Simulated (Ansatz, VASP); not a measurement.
Two plane-wave programs on SnO

INCAR

```
SYSTEM = SnO
  PREC = Accurate
  ENCUT = 520
  EDIFF = 1E-6
  ISMEAR = 0
  SIGMA = 0.15
  LREAL = .FALSE.
  LASPH = .TRUE.
  NELM = 80
  ALGO = Normal
  ISIF = 2
  LWAVE = .FALSE.
  LCHARG = .TRUE.
  LELF = .TRUE.
  LVHAR = .TRUE.
  NBANDS = 28
```

The input KPOINTS:

```
Automatic mesh
0
G
  12 12 10
  0 0 0
```

File POSCAR:

```
SnO
1.0
    3.5686280565      0.0000000000      0.0000000000
    0.0000000000      3.5686280565      0.0000000000
    0.0000000000      0.0000000000      4.9793067272
Sn O
2 2
Direct
    0.0000000000      0.5000000000      0.2457459271
    0.5000000000      0.0000000000      0.7542540729
    0.0000000000      0.0000000000      0.0000000000
    0.5000000000      0.5000000000      0.0000000000
```

Input for Ansatz:

```yaml
crystal:
  lattice:
    - [3.5686280565, 0.0, 0.0]
    - [0.0, 3.5686280565, 0.0]
    - [0.0, 0.0, 4.9793067272]
  atoms:
    - { symbol: Sn, position: [0.0, 0.5, 0.2457459271] }
    - { symbol: Sn, position: [0.5, 0.0, 0.7542540729] }
    - { symbol: O, position: [0.0, 0.0, 0.0] }
    - { symbol: O, position: [0.5, 0.5, 0.0] }
basis:
  ecutwfc: 520.0
kpoints:
  mp_grid: { grid: [12, 12, 10] }
hamiltonian:
  xc: lda
scf:
  occupations: { method: gaussian, width: 0.15 }
output:
  forces: true
  stress: true
  eigenvalues: true
```

Alike in both runs: task single point; functional LDA; k mesh 12 × 12 × 10; occupations gaussian, width 0.15 eV; no spin polarisation.

|  | VASP | Ansatz |
| --- | --- | --- |
| version | VASP 6.6.1 | Ansatz 0.2.0 |
| potentials or method | VASP PAW LDA potentials, release 64 (Sn_d, O), cutoff 520 eV | scalar-relativistic, plane waves, PAW |
| valence electrons in the cell | 40 | 40 |

```csv
,VASP,Ansatz,Ansatz less VASP
gap on the k mesh at the Fermi level (eV),none,none,-
pressure (GPa),7.1,6.6,-0.49
"traceless stress, the component that is largest in VASP (GPa)",-8.80,-8.85,-0.054
rms of the force components (eV/Å),0.012,0.046,+0.0341
```

LDA's correlation is that of Perdew and Zunger in VASP and of Perdew and Wang (1992) in Ansatz. Atom by atom the forces differ by 0.058 eV/Å (rms over components). A gap of «none» marks a metal or a gap that the smearing closes.
